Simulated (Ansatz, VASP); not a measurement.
NaH: VASP beside Ansatz

File INCAR:

```
  PREC = Accurate
  ENCUT = 520
  EDIFF = 1E-6
  ISMEAR = 0
  SIGMA = 0.01
  LREAL = False
  LASPH = True
  NELM = 80
  ALGO = Normal
  ISIF = 2
  LWAVE = False
  LCHARG = False
  GGA = PS
  IBRION = 2
  NSW = 50
  EDIFFG = -0.002
```

KPOINTS

```
regular mesh
0
Gamma
  8 8 8
```

Contents of POSCAR:

```
NaH
1.0
   -0.0119783843      2.3896876641      2.3896876641
    2.3896876641     -0.0119783843      2.3896876641
    2.3896876641      2.3896876641     -0.0119783843
Na H
1 1
Direct
    0.0000000000      0.0000000000      0.0000000000
    0.5000000000      0.5000000000      0.5000000000
```

Input for Ansatz:

```yaml
crystal:
  lattice:
    - [-0.01197838428, 2.38968766407, 2.38968766407]
    - [2.38968766407, -0.01197838428, 2.38968766407]
    - [2.38968766407, 2.38968766407, -0.01197838428]
  atoms:
    - { symbol: Na, position: [0.0, 0.0, 0.0] }
    - { symbol: H, position: [0.5, 0.5, 0.5] }
kpoints:
  mp_grid: { grid: [8, 8, 8] }
scf:
  occupations: { method: fixed }
  convergence: { dr2_threshold: 1.0e-10 }
hamiltonian:
  xc: pbesol
  pseudopotentials: { kind: all_electron, lapw: { basis_error: 0.0005 } }
output:
  forces: true
  stress: true
  eigenstates:
    kpoints:
      - [0.0, 0.0, 0.0]
      - [0.0, -0.5, 0.0]
      - [-0.5, 0.0, 0.0]
      - [0.0, 0.0, -0.5]
      - [-0.5, -0.5, -0.5]
      - [-0.25, -0.5, -0.75]
      - [-0.5, -0.25, -0.75]
      - [-0.25, -0.75, -0.5]
      - [-0.5, 0.0, -0.5]
      - [0.0, -0.5, -0.5]
      - [-0.5, -0.5, 0.0]
relax:
  f_tol: 0.002
  max_steps: 30
```

Change from the starting cell: equal xy, yz and zx engineering shears of -0.5 %.

Alike in both runs: task relaxation of the atoms; functional PBEsol; k mesh 8 × 8 × 8; no spin polarisation.

|  | VASP | Ansatz |
| --- | --- | --- |
| version | VASP 6.6.1 | Ansatz 0.2.0 |
| potentials or method | VASP PAW PBE potentials, release 64 (Na_pv, H), cutoff 520 eV | all-electron LAPW, scalar-relativistic |
| occupations | gaussian, width 0.01 eV | fixed |

```tsv
	VASP	Ansatz	Ansatz less VASP
gap on the k mesh at the Fermi level, each at its own relaxed structure (eV)	3.59	3.59	+0.002
```

VASP's potentials were made for PBE, not for PBEsol. Ansatz ran all-electron here, and VASP with PAW potentials.

Noted on VASP's run: the relaxation stopped at its first step, so nothing moved.
